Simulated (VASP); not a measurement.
# Na (Im-3m) in VASP: notebook

The runs below take Na through single point, with HSE06.

Program: VASP 6.6.1. These are calculated values, not measurements. Logs are shortened: lines on timing, memory, paths and dates and some standing lists are left out, and cuts for length are marked.

### 1 The cell of the first run

The structure is cubic, space group Im-3m (No. 229). The conventional cell has a = 4.255 Å, b = 4.255 Å, c = 4.255 Å, α = 90.00°, β = 90.00°, γ = 90.00°. Within 4.8 Å of Na (site symmetry m-3m) lie 14 Na at 3.69 to 4.26 Å.

### 2 Single point, HSE06

The input, POSCAR:

```
Na
1.0
   -2.1276347480      2.1276347480      2.1276347480
    2.1276347480     -2.1276347480      2.1276347480
    2.1276347480      2.1276347480     -2.1276347480
Na
1
Direct
    0.0000000000      0.0000000000      0.0000000000
```

The input, INCAR.step1:

```
SYSTEM = Na
  ALGO = Normal
  EDIFF = 1E-5
  ENCUT = 400
  GGA = PE
  GGA_COMPAT = .False.
  ISIF = 2
  ISMEAR = -1
  LASPH = .True.
  LCHARG = .False.
  LREAL = .False.
  LWAVE = .True.
  NBANDS = 10
  NELM = 120
  PREC = Accurate
  SIGMA = 0.1
```

The input, INCAR.step2:

```
SYSTEM = Na
  ALGO = Normal
  EDIFF = 1E-6
  ENCUT = 400
  GGA = PE
  GGA_COMPAT = .False.
  HFSCREEN = 0.2079
  ISIF = 2
  ISMEAR = -1
  ISTART = 1
  LASPH = .True.
  LCHARG = .False.
  LHFCALC = .True.
  LREAL = .False.
  LWAVE = .False.
  NBANDS = 10
  NELM = 120
  PREC = Accurate
  PRECFOCK = Normal
  SIGMA = 0.1
```

The input, KPOINTS:

```
k-points
0
Gamma
  6 6 6
  0 0 0
```

Potentials or basis: VASP PAW PBE potentials, release 64 (Na_pv).

The run is started by

```bash
$ cat potpaw_PBE.64/Na_pv/POTCAR > POTCAR
$ cp INCAR.step1 INCAR
$ mpirun -np 1 vasp_std > vasp.out
$ cp INCAR.step2 INCAR
$ mpirun -np 1 vasp_std > vasp.out
```

OUTCAR:

```text
SYSTEM = Na
   EDIFF = 1E-6
   ENCUT = 400
   GGA = PE
   HFSCREEN = 0.2079
   ISIF = 2
   ISMEAR = -1
   ISTART = 1
   LASPH = .True.
   LHFCALC = .True.
   LREAL = .False.
   NELM = 120
   PREC = Accurate
   PRECFOCK = Normal

 ion  position               nearest neighbor table
   1  0.000  0.000  0.000-

  LATTYP: Found a body centered cubic cell.
 ALAT       =     4.2552694960

  Lattice vectors:

 A1 = (  -2.1276347480,   2.1276347480,   2.1276347480)
 A2 = (   2.1276347480,  -2.1276347480,   2.1276347480)
 A3 = (   2.1276347480,   2.1276347480,  -2.1276347480)

Analysis of symmetry for initial positions (statically):
=====================================================================
 Subroutine PRICEL returns:
 Original cell was already a primitive cell.

 Routine SETGRP: Setting up the symmetry group for a
 body centered cubic supercell.

 Subroutine GETGRP returns: Found 48 space group operations
 (whereof 48 operations were pure point group operations)
 out of a pool of 48 trial point group operations.

The static configuration has the point symmetry O_h .

Analysis of symmetry for dynamics (positions and initial velocities):
=====================================================================
 Subroutine PRICEL returns:
 Original cell was already a primitive cell.

 Routine SETGRP: Setting up the symmetry group for a
 body centered cubic supercell.

 Subroutine GETGRP returns: Found 48 space group operations
 (whereof 48 operations were pure point group operations)
 out of a pool of 48 trial point group operations.

The dynamic configuration has the point symmetry O_h .

 Subroutine INISYM returns: Found 48 space group operations
 (whereof 48 operations are pure point group operations),
 and found     1 'primitive' translations

----------------------------------------------------------------------------------------

                                     Primitive cell

  volume of cell :      38.5258

  direct lattice vectors                    reciprocal lattice vectors
    -2.127634748  2.127634748  2.127634748     0.000000000  0.235002742  0.235002742
     2.127634748 -2.127634748  2.127634748     0.235002742  0.000000000  0.235002742
     2.127634748  2.127634748 -2.127634748     0.235002742  0.235002742  0.000000000

  length of vectors
     3.685171483  3.685171483  3.685171483     0.332344065  0.332344065  0.332344065

  position of ions in fractional coordinates (direct lattice)
     0.000000000  0.000000000  0.000000000

  ion indices of the primitive-cell ions
   primitive index   ion index
                 1           1

----------------------------------------------------------------------------------------

 KPOINTS: k-points

Automatic generation of k-mesh.
 Grid dimensions read from file:
 generate k-points for:    6    6    6

 Generating k-lattice:

  Cartesian coordinates                     Fractional coordinates (reciprocal lattice)
     0.000000000  0.039167124  0.039167124     0.166666667  0.000000000  0.000000000
     0.039167124  0.000000000  0.039167124     0.000000000  0.166666667  0.000000000
     0.039167124  0.039167124  0.000000000     0.000000000  0.000000000  0.166666667

  Length of vectors
     0.055390678  0.055390678  0.055390678

  Shift w.r.t. Gamma in fractional coordinates (k-lattice)
     0.000000000  0.000000000  0.000000000

 Subroutine IBZKPT returns following result:
 ===========================================

 Found     16 irreducible k-points:

 Following reciprocal coordinates:
            Coordinates               Weight
  0.000000  0.000000  0.000000      1.000000
  0.166667  0.000000  0.000000     12.000000
  0.333333  0.000000  0.000000     12.000000
  0.500000  0.000000  0.000000      6.000000
  0.166667  0.166667  0.000000     24.000000
  0.333333  0.166667 -0.000000     48.000000
[... 8 lines left out ...]
  0.500000  0.500000  0.333333     12.000000
  0.500000  0.500000  0.500000      1.000000
   k-points           NKPTS =     16   k-points in BZ     NKDIM =    216   number of bands    NBANDS=     10
   number of dos      NEDOS =    301   number of ions     NIONS =      1
   total plane-waves  NPLWV =  13824
   dimension x,y,z NGX =    24 NGY =   24 NGZ =   24
   dimension x,y,z NGXF=    48 NGYF=   48 NGZF=   48
   ions per type =               1
   NGX,Y,Z   is equivalent  to a cutoff of  10.83, 10.83, 10.83 a.u.
   NGXF,Y,Z  is equivalent  to a cutoff of  21.65, 21.65, 21.65 a.u.
 SYSTEM =  Na
   PREC   = accura    normal or accurate (medium, high low for compatibility)
   ISTART =      1    job   : 0-new  1-cont  2-samecut
   ICHARG =      0    charge: 1-file 2-atom 10-const
   ISPIN  =      1    spin polarized calculation?
   LNONCOLLINEAR =      F non collinear calculations
   LSORBIT =      F    spin-orbit coupling
   LASPH  =      T    aspherical Exc in radial PAW
   ENCUT  =  400.0 eV  29.40 Ry    5.42 a.u.   6.01  6.01  6.01*2*pi/ulx,y,z
   NELM   =    120;   NELMIN=  2; NELMDL=  0     # of ELM steps
   EDIFF  = 0.1E-05   stopping-criterion for ELM
   LREAL  =      F    real-space projection
   EDIFFG = 0.1E-04   stopping-criterion for IOM
   NSW    =      0    number of steps for IOM
   IBRION =     -1    ionic relax: 0-MD 1-quasi-New 2-CG
   NFREE  =      0    steps in history (QN), initial steepest desc. (CG)
   ISIF   =      2    stress and relaxation
   ISYM   =      3    0-nonsym 1-usesym 2-fastsym
   POTIM  = 0.5000    time-step for ionic-motion
   TEBEG  =    0.0;   TEEND  =   0.0 temperature during run
   PSTRESS=    0.0 pullay stress
   NELECT =       7.0000    total number of electrons
   NUPDOWN=      -1.0000    fix difference up-down
   EMIN   =  10.00;   EMAX   =-10.00  energy-range for DOS
   EFERMI =   0.00;   METHOD = LEGACY
   ISMEAR =    -1;   SIGMA  =   0.10  broadening in eV -4-tet -1-fermi 0-gaus
   EFERMI_NEDOS =   21; number of points for ismear=-14 and -15
   IALGO  =     38    algorithm
   IMIX   =      1    mixing-type and parameters
     AMIX     =   0.40;   BMIX     =  1.00
     AMIX_MAG =   1.60;   BMIX_MAG =  1.00
  volume/ion in A,a.u.               =      38.53       259.98
  Fermi-wavevector in a.u.,A,eV,Ry     =   0.927236  1.752223 11.697843  0.859767
  Thomas-Fermi vector in A             =   2.053284
   LORBIT       =      0    0 simple, 1 ext, 2 COOP (PROOUT), +10 PAW based schemes
   GGA     = PE    functional components
   LHFCALC =     T    Hartree Fock is set to
   PRECFOCK=normal    Normal, Fast or Accurate (Low or Medium for compatibility)
   ENCUT4O =  -1.0   cutoff for four orbital integrals eV
   NKREDX  =     1    reduce k-point grid by
   NKREDY  =     1    reduce k-point grid by
   NKREDZ  =     1    reduce k-point grid by
   AEXX    =    0.2500 exact exchange contribution
   HFSCREEN=    0.2079 screening length (either q_TF or 0.3 A-1)
   HFSCREENC=   0.2079 screening length for correlation (either q_TF or 0.3 A-1)
   ENCUTFOCK=  -1.0 apply spherical cutoff to Coloumb kernel
   IVDW    =     0    specifies the selected vdW correction
   LEPSILON=     F    determine dielectric tensor
   LRPA    =     F    only Hartree local field effects (RPA)
 non-spin polarized calculation
  energy-cutoff  :      400.00
  volume of cell :       38.53
 maximum number of plane-waves:       715
  NGX = 20; NGY = 20; NGZ = 20

 number of electron       6.9999967 magnetization

 Free energy of the ion-electron system (eV)
  ---------------------------------------------------
  ext. energy  EPLUGINS =         0.00000000
  ---------------------------------------------------
  free energy    TOTEN  =        -1.38766667 eV

  energy without entropy =       -1.35668381  energy(sigma->0) =       -1.37217524

 E-fermi :   0.2630     XC(G=0):  -5.4441

 val. band max:       -0.2265235410   @ k =   0.1667   0.1667   0.1667
 cond. band min:       0.2879108757   @ k =   0.3333   0.1667  -0.0000
 fundamental gap:      0.5144344167
 Fermi energy:         0.2630433474

 k-point     1 :       0.0000    0.0000    0.0000
  band No.  band energies     occupation
      1     -27.7097      2.00000
      2     -27.7097      2.00000
      3     -27.7097      2.00000
      4      -3.5194      2.00000
      5      12.3134      0.00000
      6      12.3134      0.00000
      7      12.3134      0.00000
      8      13.2644      0.00000
      9      13.2644      0.00000
     10      13.7539      0.00000

 k-point     2 :       0.1667    0.0000    0.0000
  band No.  band energies     occupation
      1     -27.7172      2.00000
      2     -27.7122      2.00000
      3     -27.7097      2.00000
      4      -2.9487      2.00000
      5       8.6164      0.00000
      6      10.6090      0.00000
      7      11.1369      0.00000
      8      11.4574      0.00000
      9      12.3251      0.00000
     10      14.3233      0.00000

 k-point     3 :       0.3333    0.0000    0.0000
  band No.  band energies     occupation
      1     -27.7314      2.00000
      2     -27.7167      2.00000
      3     -27.7092      2.00000
      4      -1.2835      2.00000
      5       4.6630      0.00000
      6       9.2463      0.00000
      7      10.0709      0.00000
      8      10.2078      0.00000
      9      11.3286      0.00000
     10      15.4866      0.00000

 k-point     4 :       0.5000    0.0000    0.0000
  band No.  band energies     occupation
      1     -27.7388      2.00000
      2     -27.7190      2.00000
      3     -27.7091      2.00000
      4       1.0690      0.00063
      5       1.5890      0.00000
      6       8.7851      0.00000
      7       9.7076      0.00000
      8       9.7910      0.00000
      9      10.9031      0.00000
     10      16.6972      0.00000

 k-point     5 :       0.1667    0.1667    0.0000
  band No.  band energies     occupation
      1     -27.7269      2.00000
      2     -27.7150      2.00000
      3     -27.7110      2.00000
      4      -1.8297      2.00000
      5       6.5706      0.00000
      6       7.2720      0.00000
      7       9.8172      0.00000
      8      11.9160      0.00000
      9      12.8382      0.00000
     10      15.0331      0.00000

 k-point     6 :       0.3333    0.1667   -0.0000
  band No.  band energies     occupation
      1     -27.7351      2.00000
      2     -27.7207      2.00000
      3     -27.7116      2.00000
      4       0.2879      0.87630
      5       3.2656      0.00000
      6       6.1003      0.00000
      7       8.9706      0.00000
      8      11.4594      0.00000
      9      13.8274      0.00000
     10      14.5825      0.00000
[... 79 lines left out ...]
 k-point    13 :      -0.3333    0.5000    0.1667
  band No.  band energies     occupation
      1     -27.7330      2.00000
      2     -27.7263      2.00000
      3     -27.7169      2.00000
      4       1.2878      0.00007
      5       3.8666      0.00000
      6       4.6685      0.00000
      7       9.2730      0.00000
      8      10.2150      0.00000
      9      12.2030      0.00000
     10      12.9741      0.00000

 k-point    14 :      -0.3333    0.3333    0.3333
  band No.  band energies     occupation
      1     -27.7287      2.00000
      2     -27.7250      2.00000
      3     -27.7250      2.00000
      4       0.8051      0.00881
      5       6.0142      0.00000
      6       6.2582      0.00000
      7       6.2582      0.00000
      8       7.9493      0.00000
      9      12.2443      0.00000
     10      15.9891      0.00000

 k-point    15 :       0.5000    0.5000    0.3333
  band No.  band energies     occupation
      1     -27.7324      2.00000
      2     -27.7275      2.00000
      3     -27.7253      2.00000
      4       2.9509      0.00000
      5       3.4885      0.00000
      6       5.8381      0.00000
      7       6.3833      0.00000
      8       8.3878      0.00000
      9      10.0417      0.00000
     10      16.0627      0.00000

 k-point    16 :       0.5000    0.5000    0.5000
  band No.  band energies     occupation
      1     -27.7301      2.00000
      2     -27.7301      2.00000
      3     -27.7301      2.00000
      4       5.0612      0.00000
      5       5.0612      0.00000
      6       5.4190      0.00000
      7       5.4190      0.00000
      8       5.4190      0.00000
      9       8.2142      0.00000
     10      19.9951      0.00000

------------------------ aborting loop because EDIFF is reached ----------------------------------------

  FORCE on cell =-STRESS in cart. coord.  units (eV):
  Direction    XX          YY          ZZ          XY          YZ          ZX
  --------------------------------------------------------------------------------------
  -------------------------------------------------------------------------------------
  Total       -0.0651871     -0.0651871     -0.0651871      0.0000000      0.0000000     -0.0000000
  in kB       -2.7109466     -2.7109466     -2.7109466      0.0000000      0.0000000     -0.0000000
  external PRESSURE =      -2.7109466 kB  Pullay stress =       0.0000000 kB

 VOLUME and BASIS-vectors are now :
 -----------------------------------------------------------------------------
  energy-cutoff  :      400.00
  volume of cell :       38.53
      direct lattice vectors                 reciprocal lattice vectors
    -2.127634748  2.127634748  2.127634748     0.000000000  0.235002742  0.235002742
     2.127634748 -2.127634748  2.127634748     0.235002742  0.000000000  0.235002742
     2.127634748  2.127634748 -2.127634748     0.235002742  0.235002742  0.000000000

 POSITION                                       TOTAL-FORCE (eV/Angst)
 -----------------------------------------------------------------------------------
      0.00000      0.00000      0.00000         0.000000     -0.000000      0.000000
 -----------------------------------------------------------------------------------
    total drift:                               -0.000003     -0.000002     -0.000005

  FREE ENERGIE OF THE ION-ELECTRON SYSTEM (eV)
  ---------------------------------------------------
  free  energy   TOTEN  =        -1.3876666652 eV

  energy  without entropy=       -1.3566838129  energy(sigma->0) =       -1.37217524
```

Wall time 2.4 min (1 thread of Intel Xeon Platinum 8488C (Sapphire Rapids), shared host); peak memory 0.22 GiB.

What came out:

```
Free energy            : -1.3877 eV
Pressure               : -0.3 GPa
Band gap on the k mesh : zero (an odd number of electrons rules out a gap without spin polarisation)
```

Caveat: the PAW data sets were made with another functional, which shifts forces and pressure a little.

### 3 Single point, HSE06

This run uses another cell than the first one, of 34.08 Å³/atom.

The input, POSCAR:

```
Na
1.0
   -2.0424365351      2.0424365351      2.0424365351
    2.0424365351     -2.0424365351      2.0424365351
    2.0424365351      2.0424365351     -2.0424365351
Na
1
Direct
    0.0000000000      0.0000000000      0.0000000000
```

The input, INCAR.step1:

```
PREC = Accurate ; ENCUT = 400
EDIFF = 1E-5 ; ISMEAR = -1
SIGMA = 0.1 ; LREAL = F
LASPH = T ; NELM = 120
ALGO = Normal ; ISIF = 2
LWAVE = T ; LCHARG = F
GGA = PE ; NBANDS = 10
GGA_COMPAT = F
```

The input, INCAR.step2:

```
PREC = Accurate ; ENCUT = 400
EDIFF = 1E-6 ; ISMEAR = -1
SIGMA = 0.1 ; LREAL = F
LASPH = T ; NELM = 120
ALGO = Normal ; ISIF = 2
LWAVE = F ; LCHARG = F
GGA = PE ; LHFCALC = T
HFSCREEN = 0.2079 ; PRECFOCK = Normal
ISTART = 1 ; NBANDS = 10
GGA_COMPAT = F
```

The input, KPOINTS:

```
Automatic mesh
0
Gamma
  6 6 6
```

Potentials or basis: VASP PAW PBE potentials, release 64 (Na_pv).

The run is started by

```bash
$ cat potpaw_PBE.64/Na_pv/POTCAR > POTCAR
$ cp INCAR.step1 INCAR
$ mpirun -np 1 vasp_std > vasp.out
$ cp INCAR.step2 INCAR
$ mpirun -np 1 vasp_std > vasp.out
```

Wall time 81 s (1 thread of Intel Xeon 6975P-C (Granite Rapids), shared host); peak memory 0.23 GiB.

The run converged. Its results:

```yaml
Free_energy: -1.3755 eV
Pressure: 0.8 GPa
Band_gap_on_the_k_mesh: zero (an odd number of electrons rules out a gap without spin polarisation)
```

Levels at points of the mesh, in eV from the Fermi level:
```csv
k point,band 1,band 2,band 3,band 4,band 5,band 6
"(0.00, 0.00, 0.00)",-27.88,-27.88,-27.88,-4.09,12.90,12.90
"(0.50, 0.00, 0.00)",-27.93,-27.90,-27.88,0.84,1.47,9.07
"(0.50, 0.50, 0.50)",-27.92,-27.92,-27.92,5.02,5.02,5.61
```

Caveat: the k points lie up to 0.36 Å⁻¹ apart, too coarse for converged energies and pressures of a metal; the PAW data sets were made with another functional, which shifts forces and pressure a little.

The gap in the log of VASP goes by the Fermi energy; the results here count the filled bands.